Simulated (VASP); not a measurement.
A run of VASP 6.6.1:

File INCAR:

```
PREC = Accurate
ENCUT = 600
EDIFF = 1E-6
ISMEAR = 0
SIGMA = 0.1
LREAL = Auto
LASPH = True
NELM = 80
ALGO = Normal
ISIF = 3
LWAVE = False
LCHARG = False
GGA = PE
IBRION = 2
NSW = 90
EDIFFG = -0.04
```

Contents of KPOINTS:

```
regular mesh
0
Gamma
  4 4 4
```

File POSCAR:

```
Ba2MgAlC6N6
1.0
    0.0000000000      5.1125000000      5.1125000000
    5.1125000000      0.0000000000      5.1125000000
    5.1125000000      5.1125000000      0.0000000000
Ba Mg Al C N
2 1 1 6 6
Direct
    0.2500000000      0.2500000000      0.2500000000
    0.7500000000      0.7500000000      0.7500000000
    0.0000000000      0.0000000000      0.0000000000
    0.5000000000      0.5000000000      0.5000000000
    0.8063569700      0.1936430300      0.1936430300
    0.1936430300      0.8063569700      0.1936430300
    0.1936430300      0.1936430300      0.8063569700
    0.1936430300      0.8063569700      0.8063569700
    0.8063569700      0.1936430300      0.8063569700
    0.8063569700      0.8063569700      0.1936430300
    0.6919315400      0.3080684600      0.3080684600
    0.3080684600      0.6919315400      0.3080684600
    0.3080684600      0.3080684600      0.6919315400
    0.3080684600      0.6919315400      0.6919315400
    0.6919315400      0.3080684600      0.6919315400
    0.6919315400      0.6919315400      0.3080684600
```

Potentials or basis: VASP PAW PBE potentials, release 64 (Ba_sv, Mg, Al, C, N).

Run with:

```console
$ cat potpaw_PBE.64/Ba_sv/POTCAR potpaw_PBE.64/Mg/POTCAR potpaw_PBE.64/Al/POTCAR potpaw_PBE.64/C/POTCAR potpaw_PBE.64/N/POTCAR > POTCAR
$ mpirun -np 1 vasp_std > vasp.out
```

Hardware: 1 thread of Intel Xeon 8259CL, with other jobs on the host.

Task: How long does it take, and how much memory?

Result: Wall time 85 min on 1 thread of Intel Xeon 8259CL (shared host), peak memory 0.62 GiB. Counts: scf iterations 121, k points 8, ion steps 12.
